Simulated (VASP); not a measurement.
Set up this calculation in VASP 6.6.1, as the native input.

| Item | Value |
| --- | --- |
| Task | single point |
| Functional | r2SCAN |
| Potentials or basis | VASP PAW PBE potentials, release 64 (Pb_d, Ti_sv, O) |
| Cutoff | 660 eV |
| k mesh | 3 × 6 × 6 |
| Occupations | fermi-dirac, width 0.1 eV |
| Spin | collinear spin, zero start |
| Starting moments | [0.0, 0.0, 0.0, 0.0, 0.0, 0.0, 0.0, 0.0, 0.0, 0.0] μB |
| Dipole correction | no |
| Further INCAR settings | ALGO = Normal; EDIFF = 1e-06; NBANDS = 59 |

Crystal: TiPbO3.

```xyz
10
Lattice="7.9639 0.0000 0.0000 0.0000 3.9819 0.0000 0.0000 0.0000 3.9819" Properties=species:S:1:pos:R:3 pbc="T T T"
Pb    0.0000    0.0000    0.0000
Pb    3.9819    0.0000    0.0000
Ti    1.9910    1.9910    1.9910
Ti    5.9729    1.9910    1.9910
O     0.0000    1.9910    1.9910
O     3.9819    1.9910    1.9910
O     1.9910    0.0000    1.9910
O     5.9729    0.0000    1.9910
O     1.9910    1.9910    0.0000
O     5.9729    1.9910    0.0000
```

One way to write it, as run:

POSCAR

```
TiPbO3
1.0
    7.9638637600      0.0000000000      0.0000000000
    0.0000000000      3.9819318800      0.0000000000
    0.0000000000      0.0000000000      3.9819318800
Pb Ti O
2 2 6
Direct
    0.0000000000      0.0000000000      0.0000000000
    0.5000000000      0.0000000000      0.0000000000
    0.2500000000      0.5000000000      0.5000000000
    0.7500000000      0.5000000000      0.5000000000
    0.0000000000      0.5000000000      0.5000000000
    0.5000000000      0.5000000000      0.5000000000
    0.2500000000      0.0000000000      0.5000000000
    0.7500000000      0.0000000000      0.5000000000
    0.2500000000      0.5000000000      0.0000000000
    0.7500000000      0.5000000000      0.0000000000
```

INCAR.step1

```
PREC     = Accurate       # precision mode
ENCUT    = 660            # plane-wave cutoff, eV
ISMEAR   = -1             # smearing method
SIGMA    = 0.1            # smearing width, eV
LREAL    = F              # projectors in reciprocal space
LASPH    = T              # aspherical terms in the spheres
NELM     = 200            # most SCF steps
ISPIN    = 2              # spin polarisation
MAGMOM   = 0 0 0 0 0 0 0 0 0 0 # initial moments
LMAXMIX  = 4              # l up to which the mixer works
NBANDS   = 59             # bands
GGA      = PE             # functional
ALGO     = Normal         # electronic algorithm
EDIFF    = 1E-5           # SCF threshold, eV
LWAVE    = T              # write WAVECAR
LCHARG   = F              # write CHGCAR
GGA_COMPAT= F
```

INCAR.step2

```
PREC     = Accurate       # precision mode
ENCUT    = 660            # plane-wave cutoff, eV
EDIFF    = 1E-6           # SCF threshold, eV
ISMEAR   = -1             # smearing method
SIGMA    = 0.1            # smearing width, eV
LREAL    = F              # projectors in reciprocal space
LASPH    = T              # aspherical terms in the spheres
NELM     = 200            # most SCF steps
ALGO     = Normal         # electronic algorithm
ISIF     = 2              # what is computed and relaxed
LWAVE    = F              # write WAVECAR
LCHARG   = F              # write CHGCAR
ISPIN    = 2              # spin polarisation
MAGMOM   = 0 0 0 0 0 0 0 0 0 0 # initial moments
LORBIT   = 11             # projections on sites
LMAXMIX  = 4              # l up to which the mixer works
METAGGA  = R2SCAN         # meta-GGA
LMIXTAU  = T            
NBANDS   = 59             # bands
ISTART   = 1            
GGA_COMPAT= F
```

KPOINTS

```
Automatic mesh
0
Gamma
  3 6 6
```

Potentials or basis: VASP PAW PBE potentials, release 64 (Pb_d, Ti_sv, O).

The run is started by

```sh
$ cat potpaw_PBE.64/Pb_d/POTCAR potpaw_PBE.64/Ti_sv/POTCAR potpaw_PBE.64/O/POTCAR > POTCAR
$ cp INCAR.step1 INCAR
$ mpirun -np 1 vasp_std > vasp.out
$ cp INCAR.step2 INCAR
$ mpirun -np 1 vasp_std > vasp.out
```

Results of the run:

```
Pressure                                              : -5.9 GPa
Band gap on the k mesh                                : 1.99 eV
Net moment                                            : 0.00 μB per cell
Valence electrons inside the program's atomic spheres : Pb 11.70; Ti 10.10; O 5.04
```

Caveat: the cell stands under tension; the PAW data sets were made with another functional, which shifts forces and pressure a little; spin-orbit coupling is left out, which moves the levels of the heavy elements; an odd mesh through Γ misses points on the zone boundary, where band edges can lie.

Wall time 58 min on 1 thread of Intel Xeon 8259CL, with other jobs on the host, peak memory 0.6 GiB.
